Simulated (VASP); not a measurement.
Pt: single point with HSE06

Pt:

```
Pt
1.0
     0.00000    1.97168    1.97168
     1.97168    0.00000    1.97168
     1.97168    1.97168    0.00000
Pt
1
Direct
  0.00000 0.00000 0.00000
```

```
Program             : VASP 6.6.1
Task                : single point
Functional          : HSE06
Potentials or basis : VASP PAW PBE potentials, release 64 (Pt_sv_GW)
Cutoff              : 430 eV
k mesh              : 6 × 6 × 6
Occupations         : fermi-dirac, width 0.1 eV
Spin                : no spin polarisation
```

* Pressure: -7.9 GPa
* Band gap on the k mesh: zero (bands 9 and 10 overlap by 2.93 eV)

Levels at points of the mesh, in eV from the Fermi level:
```
           k point  band 7  band 8  band 9  band 10  band 11  band 12
(0.00, 0.00, 0.00)   -4.27   -4.27   -2.18    -2.18    15.95    21.02
(0.50, 0.00, 0.00)   -4.42   -0.11    0.00     0.00     6.98    15.49
(0.50, 0.50, 0.00)   -0.33    0.69    0.69     2.38    10.19    12.65
```

Wall time 12 min on 1 thread of Intel(R) Xeon(R) Platinum 8259CL CPU @ 2.50GHz (Skylake/Cascade Lake), with other jobs on the host, peak memory 0.23 GiB.

Caveat: the k points lie up to 0.46 Å⁻¹ apart, too coarse for converged energies and pressures of a metal; the PAW data sets were made with another functional, which shifts forces and pressure a little; spin-orbit coupling is left out, which moves the levels of the heavy elements.
